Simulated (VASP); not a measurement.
# HfN (I4/mmm) in VASP: a series of runs

HfN is run at these levels: PBE; tasks: single point.

All numbers are computed with VASP 6.6.1; they aren't measurements. Logs are shortened: lines on timing, memory, paths and dates and some standing lists are left out, and cuts for length are marked.

## 1. The cell of the first run

It takes space group I4/mmm (No. 139, tetragonal). Conventional cell: a = 3.338 Å, b = 3.338 Å, c = 4.518 Å, α = 90.00°, β = 90.00°, γ = 90.00°. Hf (site symmetry 4/mmm) has 6 N at 2.26 to 2.36 Å within 3.0 Å. Within 3.0 Å of N (site symmetry 4/mmm) lie 6 Hf at 2.26 to 2.36 Å.

## 2. Single point, PBE (strain +0.0450 x Voigt [1, 1, 0, 0, 0, 0])

INCAR

```
SYSTEM = HfN
PREC = Accurate ; ENCUT = 520
EDIFF = 1E-6 ; ISMEAR = 0
SIGMA = 0.15 ; LREAL = .False.
LASPH = .True. ; NELM = 60
ALGO = Normal ; ISIF = 2
LWAVE = .False. ; LCHARG = .False.
GGA = PE ; NBANDS = 14
```

KPOINTS

```
regular mesh
0
Gamma
  18 18 18
  0 0 0
```

POSCAR

```
HfN
1.0
    0.0000000000      2.3606550000      2.2590000000
    2.3606550000      0.0000000000      2.2590000000
    2.3606550000      2.3606550000      0.0000000000
Hf N
1 1
Direct
    0.0000000000      0.0000000000      0.0000000000
    0.5000000000      0.5000000000      0.5000000000
```

Potentials or basis: VASP PAW PBE potentials, release 64 (Hf_pv, N).

Run with:

```sh
$ cat potpaw_PBE.64/Hf_pv/POTCAR potpaw_PBE.64/N/POTCAR > POTCAR
$ mpirun -np 1 vasp_std > vasp.out
```

OUTCAR:

```text
SYSTEM = HfN
   PREC = Accurate
   ENCUT = 520
   EDIFF = 1E-6
   ISMEAR = 0
   LREAL = .False.
   LASPH = .True.
   NELM = 60
   ISIF = 2
   GGA = PE

 ion  position               nearest neighbor table
   1  0.000  0.000  0.000-   2 2.26   2 2.26   2 2.36   2 2.36   2 2.36   2 2.36
   2  0.500  0.500  0.500-   1 2.26   1 2.26   1 2.36   1 2.36   1 2.36   1 2.36

  LATTYP: Found a body centered tetragonal cell.
 ALAT       =     3.3384703171
 C/A-ratio  =     1.3533144138

  Lattice vectors:

 A1 = (   0.0000000000,  -2.3606550000,  -2.2590000000)
 A2 = (   0.0000000000,   2.3606550000,  -2.2590000000)
 A3 = (   2.3606550000,   0.0000000000,   2.2590000000)

Analysis of symmetry for initial positions (statically):
=====================================================================
 Subroutine PRICEL returns:
 Original cell was already a primitive cell.

 Routine SETGRP: Setting up the symmetry group for a
 body centered tetragonal supercell.

 Subroutine GETGRP returns: Found 16 space group operations
 (whereof 16 operations were pure point group operations)
 out of a pool of 16 trial point group operations.

The static configuration has the point symmetry D_4h.

Analysis of symmetry for dynamics (positions and initial velocities):
=====================================================================
 Subroutine PRICEL returns:
 Original cell was already a primitive cell.

 Routine SETGRP: Setting up the symmetry group for a
 body centered tetragonal supercell.

 Subroutine GETGRP returns: Found 16 space group operations
 (whereof 16 operations were pure point group operations)
 out of a pool of 16 trial point group operations.

The dynamic configuration has the point symmetry D_4h.

 Subroutine INISYM returns: Found 16 space group operations
 (whereof 16 operations are pure point group operations),
 and found     1 'primitive' translations

----------------------------------------------------------------------------------------

                                     Primitive cell

  volume of cell :      25.1774

  direct lattice vectors                    reciprocal lattice vectors
     0.000000000  2.360655000  2.259000000    -0.211805622  0.211805622  0.221336875
     2.360655000  0.000000000  2.259000000     0.211805622 -0.211805622  0.221336875
     2.360655000  2.360655000  0.000000000     0.211805622  0.211805622 -0.221336875

  length of vectors
     3.267380148  3.267380148  3.338470317     0.372442284  0.372442284  0.372442284

  position of ions in fractional coordinates (direct lattice)
     0.000000000  0.000000000  0.000000000
     0.500000000  0.500000000  0.500000000

  ion indices of the primitive-cell ions
   primitive index   ion index
                 1           1
                 2           2

----------------------------------------------------------------------------------------

 KPOINTS: regular mesh

Automatic generation of k-mesh.
 Grid dimensions read from file:
 generate k-points for:   18   18   18

 Generating k-lattice:

  Cartesian coordinates                     Fractional coordinates (reciprocal lattice)
    -0.011766979  0.011766979  0.012296493     0.055555556  0.000000000  0.000000000
     0.011766979 -0.011766979  0.012296493     0.000000000  0.055555556  0.000000000
     0.011766979  0.011766979 -0.012296493    -0.000000000 -0.000000000  0.055555556

  Length of vectors
     0.020691238  0.020691238  0.020691238

  Shift w.r.t. Gamma in fractional coordinates (k-lattice)
     0.000000000  0.000000000  0.000000000

 Subroutine IBZKPT returns following result:
 ===========================================

 Found    480 irreducible k-points:

 Following reciprocal coordinates:
            Coordinates               Weight
  0.000000  0.000000  0.000000      1.000000
  0.055556 -0.000000  0.000000      8.000000
  0.111111 -0.000000  0.000000      8.000000
  0.166667 -0.000000  0.000000      8.000000
  0.222222 -0.000000  0.000000      8.000000
  0.277778 -0.000000  0.000000      8.000000
[... 16 lines left out ...]
 -0.277778  0.055556  0.000000      8.000000
 -0.222222  0.055556  0.000000      8.000000
 [... further k-points ...]
   k-points           NKPTS =    480   k-points in BZ     NKDIM =    480   number of bands    NBANDS=     14
   number of dos      NEDOS =    301   number of ions     NIONS =      2
   total plane-waves  NPLWV =  16128
   dimension x,y,z NGX =    24 NGY =   24 NGZ =   28
   dimension x,y,z NGXF=    48 NGYF=   48 NGZF=   56
   ions per type =               1   1
   NGX,Y,Z   is equivalent  to a cutoff of  12.21, 12.21, 13.94 a.u.
   NGXF,Y,Z  is equivalent  to a cutoff of  24.42, 24.42, 27.89 a.u.
 SYSTEM =  HfN
   PREC   = accura    normal or accurate (medium, high low for compatibility)
   ISTART =      0    job   : 0-new  1-cont  2-samecut
   ICHARG =      2    charge: 1-file 2-atom 10-const
   ISPIN  =      1    spin polarized calculation?
   LNONCOLLINEAR =      F non collinear calculations
   LSORBIT =      F    spin-orbit coupling
   LASPH  =      T    aspherical Exc in radial PAW
   ENCUT  =  520.0 eV  38.22 Ry    6.18 a.u.   6.08  6.08  6.21*2*pi/ulx,y,z
   NELM   =     60;   NELMIN=  2; NELMDL= -5     # of ELM steps
   EDIFF  = 0.1E-05   stopping-criterion for ELM
   LREAL  =      F    real-space projection
   EDIFFG = 0.1E-04   stopping-criterion for IOM
   NSW    =      0    number of steps for IOM
   IBRION =     -1    ionic relax: 0-MD 1-quasi-New 2-CG
   NFREE  =      0    steps in history (QN), initial steepest desc. (CG)
   ISIF   =      2    stress and relaxation
   ISYM   =      2    0-nonsym 1-usesym 2-fastsym
   POTIM  = 0.5000    time-step for ionic-motion
   TEBEG  =    0.0;   TEEND  =   0.0 temperature during run
   PSTRESS=    0.0 pullay stress
   NELECT =      15.0000    total number of electrons
   NUPDOWN=      -1.0000    fix difference up-down
   EMIN   =  10.00;   EMAX   =-10.00  energy-range for DOS
   EFERMI =   0.00;   METHOD = LEGACY
   ISMEAR =     0;   SIGMA  =   0.15  broadening in eV -4-tet -1-fermi 0-gaus
   EFERMI_NEDOS =   21; number of points for ismear=-14 and -15
   IALGO  =     38    algorithm
   IMIX   =      4    mixing-type and parameters
     AMIX     =   0.40;   BMIX     =  1.00
     AMIX_MAG =   1.60;   BMIX_MAG =  1.00
  volume/ion in A,a.u.               =      12.59        84.95
  Fermi-wavevector in a.u.,A,eV,Ry     =   1.377531  2.603157 25.818315  1.897593
  Thomas-Fermi vector in A             =   2.502676
   LORBIT       =      0    0 simple, 1 ext, 2 COOP (PROOUT), +10 PAW based schemes
   GGA     = PE    functional components
   LHFCALC =     F    Hartree Fock is set to
   AEXX    =    0.0000 exact exchange contribution
   IVDW    =     0    specifies the selected vdW correction
   LEPSILON=     F    determine dielectric tensor
   LRPA    =     F    only Hartree local field effects (RPA)
 non-spin polarized calculation
 Gauss-broadening in eV      SIGMA  =   0.15
  energy-cutoff  :      520.00
  volume of cell :       25.18
 maximum number of plane-waves:       692
   NGX = 13   NGY = 13   NGZ = 13

 number of electron      14.9999999 magnetization

 Free energy of the ion-electron system (eV)
  ---------------------------------------------------
  ext. energy  EPLUGINS =         0.00000000
  ---------------------------------------------------
  free energy    TOTEN  =       -21.61856814 eV

  energy without entropy =      -21.61150035  energy(sigma->0) =      -21.61503425

 E-fermi :   7.6108     XC(G=0): -12.2726

 val. band max:        7.6069750669   @ k =  -0.1111   0.1111   0.0000
 cond. band min:       7.6116576140   @ k =   0.0000   0.0000   0.0000
 fundamental gap:      0.0046825470
 Fermi energy:         7.6107953729

 k-point     1 :       0.0000    0.0000    0.0000
  band No.  band energies     occupation
      1     -23.8906      2.00000
      2     -23.8906      2.00000
      3     -23.8339      2.00000
      4      -9.3781      2.00000
      5       4.6481      2.00000
      6       4.6481      2.00000
      7       4.8117      2.00000
      8       7.1770      1.99996
      9       7.1770      1.99996
     10       7.6117      0.99351
     11       8.2426      0.00000
     12       9.0776      0.00000
     13      10.0872      0.00000
     14      16.9901      0.00000

 k-point     2 :       0.0556   -0.0000    0.0000
  band No.  band energies     occupation
      1     -23.9065      2.00000
      2     -23.8933      2.00000
      3     -23.8417      2.00000
      4      -9.3189      2.00000
      5       4.3522      2.00000
      6       4.4791      2.00000
      7       4.6195      2.00000
      8       7.2730      1.99855
      9       7.2853      1.99785
     10       7.6756      0.54108
     11       8.4967      0.00000
     12       9.2847      0.00000
     13      10.3052      0.00000
     14      17.2080      0.00000

 k-point     3 :       0.1111   -0.0000    0.0000
  band No.  band energies     occupation
      1     -23.9622      2.00000
      2     -23.9010      2.00000
      3     -23.8533      2.00000
      4      -9.1463      2.00000
      5       3.6304      2.00000
      6       4.0712      2.00000
      7       4.1959      2.00000
      8       7.4571      1.85259
      9       7.5691      1.30601
     10       7.8460      0.02661
     11       9.1474      0.00000
     12       9.8416      0.00000
     13      10.8886      0.00000
     14      17.8206      0.00000

 k-point     4 :       0.1667   -0.0000    0.0000
  band No.  band energies     occupation
      1     -24.0546      2.00000
      2     -23.9128      2.00000
      3     -23.8626      2.00000
      4      -8.8762      2.00000
      5       2.7606      2.00000
      6       3.5778      2.00000
      7       3.6849      2.00000
      8       7.6561      0.66958
      9       7.9838      0.00044
     10       8.1573      0.00000
     11       9.9701      0.00000
     12      10.6200      0.00000
     13      11.6961      0.00000
     14      18.6953      0.00000

 k-point     5 :       0.2222   -0.0000    0.0000
  band No.  band energies     occupation
      1     -24.1678      2.00000
      2     -23.9272      2.00000
      3     -23.8711      2.00000
      4      -8.5332      2.00000
      5       1.8780      2.00000
      6       3.0922      2.00000
      7       3.1773      2.00000
      8       7.9131      0.00437
      9       8.5107      0.00000
     10       8.5994      0.00000
     11      10.8182      0.00000
[... 276 lines left out ...]
 k-point    22 :      -0.3333    0.0556    0.0000
  band No.  band energies     occupation
      1     -24.4169      2.00000
      2     -23.9556      2.00000
      3     -23.9107      2.00000
      4      -7.6921      2.00000
      5       0.1686      2.00000
      6       2.1642      2.00000
      7       2.4300      2.00000
      8       8.8119      0.00000
      9       9.6787      0.00000
     10      10.2978      0.00000
     11      12.3918      0.00000
     12      13.9926      0.00000
     13      13.9968      0.00000
     14      18.6868      0.00000

 k-point    23 :      -0.2778    0.0556    0.0000
  band No.  band energies     occupation
      1     -24.3164      2.00000
      2     -23.9401      2.00000
      3     -23.9038      2.00000
      4      -8.0539      2.00000
      5       0.8048      2.00000
      6       2.4539      2.00000
      7       2.8119      2.00000
      8       8.2860      0.00000
      9       9.0137      0.00000
     10       9.8211      0.00000
     11      12.0324      0.00000
     12      13.0509      0.00000
     13      13.1917      0.00000
     14      19.3248      0.00000

 k-point    24 :      -0.2222    0.0556    0.0000
  band No.  band energies     occupation
      1     -24.2040      2.00000
      2     -23.9243      2.00000
      3     -23.8939      2.00000
      4      -8.4258      2.00000
      5       1.5422      2.00000
      6       2.8298      2.00000
      7       3.2666      2.00000
      8       7.8964      0.00709
      9       8.4036      0.00000
     10       9.2872      0.00000
     11      11.4071      0.00000
     12      12.0992      0.00000
     13      12.2978      0.00000
     14      19.4393      0.00000

 [... further k-points ...]

------------------------ aborting loop because EDIFF is reached ----------------------------------------

  FORCE on cell =-STRESS in cart. coord.  units (eV):
  Direction    XX          YY          ZZ          XY          YZ          ZX
  --------------------------------------------------------------------------------------
  -------------------------------------------------------------------------------------
  Total       -3.3901058     -3.3901058     -1.0455548      0.0000000     -0.0000000      0.0000000
  in kB     -215.7310048   -215.7310048    -66.5343803      0.0000000     -0.0000000      0.0000000
  external PRESSURE =    -165.9987966 kB  Pullay stress =       0.0000000 kB

 VOLUME and BASIS-vectors are now :
 -----------------------------------------------------------------------------
  energy-cutoff  :      520.00
  volume of cell :       25.18
      direct lattice vectors                 reciprocal lattice vectors
     0.000000000  2.360655000  2.259000000    -0.211805622  0.211805622  0.221336875
     2.360655000  0.000000000  2.259000000     0.211805622 -0.211805622  0.221336875
     2.360655000  2.360655000  0.000000000     0.211805622  0.211805622 -0.221336875

 POSITION                                       TOTAL-FORCE (eV/Angst)
 -----------------------------------------------------------------------------------
      0.00000      0.00000      0.00000         0.000000      0.000000      0.000000
      2.36065      2.36065      2.25900        -0.000000      0.000000      0.000000
 -----------------------------------------------------------------------------------
    total drift:                                0.000000     -0.000000     -0.000000

  FREE ENERGIE OF THE ION-ELECTRON SYSTEM (eV)
  ---------------------------------------------------
  free  energy   TOTEN  =       -21.6185681414 eV

  energy  without entropy=      -21.6115003510  energy(sigma->0) =      -21.61503425
```

It took 3.1 min on 1 thread of Intel Xeon 8259CL, shared host; peak memory 0.29 GiB.

Results:

| Quantity | Value |
| --- | --- |
| Free energy | -21.6186 eV |
| Pressure | -16.6 GPa |
| Band gap on the k mesh | zero (an odd number of electrons rules out a gap without spin polarisation) |

Stress tensor (GPa, compression positive):
```
-21.57   0.00   0.00
  0.00 -21.57   0.00
  0.00   0.00  -6.65
```

Levels at points of the mesh, in eV from the Fermi level:
| k point | band 5 | band 6 | band 7 | band 8 | band 9 | band 10 | band 11 | band 12 |
| --- | --- | --- | --- | --- | --- | --- | --- | --- |
| (0.00, 0.00, 0.00) | -2.96 | -2.96 | -2.80 | -0.43 | -0.43 | 0.00 | 0.63 | 1.47 |
| (0.50, 0.00, 0.00) | -8.37 | -5.77 | -5.76 | 2.85 | 3.22 | 3.45 | 3.96 | 7.36 |
| (0.50, 0.50, 0.00) | -5.10 | -3.75 | -3.75 | -3.50 | 3.66 | 4.59 | 4.88 | 4.88 |
| (0.50, 0.00, 0.50) | -5.50 | -3.62 | -3.48 | -3.38 | 3.40 | 4.59 | 4.89 | 5.11 |

Caveat: the cell differs from its parent crystal (strain +0.0450 x Voigt [1, 1, 0, 0, 0, 0]); the cell stands under tension; spin-orbit coupling is left out, which moves the levels of the heavy elements.

## 3. Single point, PBE (strain +0.0525 x Voigt [1, 1, 0, 0, 0, 0])

INCAR

```
PREC = Accurate
ENCUT = 520
EDIFF = 1E-6
ISMEAR = 0
SIGMA = 0.15
LREAL = F
LASPH = T
NELM = 80
ALGO = Normal
ISIF = 2
LWAVE = F
LCHARG = F
GGA = PE
NBANDS = 14
```

KPOINTS

```
regular mesh
0
Gamma
  18 18 18
```

POSCAR

```
HfN
1.0
    0.0000000000      2.3775975000      2.2590000000
    2.3775975000      0.0000000000      2.2590000000
    2.3775975000      2.3775975000      0.0000000000
Hf N
1 1
Direct
    0.0000000000      0.0000000000      0.0000000000
    0.5000000000      0.5000000000      0.5000000000
```

Potentials or basis: VASP PAW PBE potentials, release 64 (Hf_pv, N).

Run with:

```sh
$ cat potpaw_PBE.64/Hf_pv/POTCAR potpaw_PBE.64/N/POTCAR > POTCAR
$ mpirun -np 1 vasp_std > vasp.out
```

Wall time 3.3 min (1 thread of Intel Xeon 8259CL, shared host); peak memory 0.3 GiB.

The run converged. Its results:

```
Free energy            : -21.5667 eV
Pressure               : -18.9 GPa
Band gap on the k mesh : zero (an odd number of electrons rules out a gap without spin polarisation)
```

Stress tensor (GPa, compression positive):
```
-24.37   0.00   0.00
  0.00 -24.37   0.00
  0.00   0.00  -8.01
```

Levels at points of the mesh, in eV from the Fermi level:
| k point | band 6 | band 7 | band 8 | band 9 | band 10 | band 11 |
| --- | --- | --- | --- | --- | --- | --- |
| (0.00, 0.00, 0.00) | -2.95 | -2.77 | -0.44 | -0.44 | 0.05 | 0.46 |
| (0.50, 0.00, 0.00) | -5.71 | -5.70 | 2.77 | 3.17 | 3.41 | 3.89 |
| (0.50, 0.50, 0.00) | -3.75 | -3.75 | -3.46 | 3.59 | 4.44 | 4.77 |
| (0.50, 0.00, 0.50) | -3.60 | -3.45 | -3.31 | 3.26 | 4.46 | 4.82 |

Caveat: the cell differs from its parent crystal (strain +0.0525 x Voigt [1, 1, 0, 0, 0, 0]); the cell stands under tension; spin-orbit coupling is left out, which moves the levels of the heavy elements.

[end of part 1 of 2]
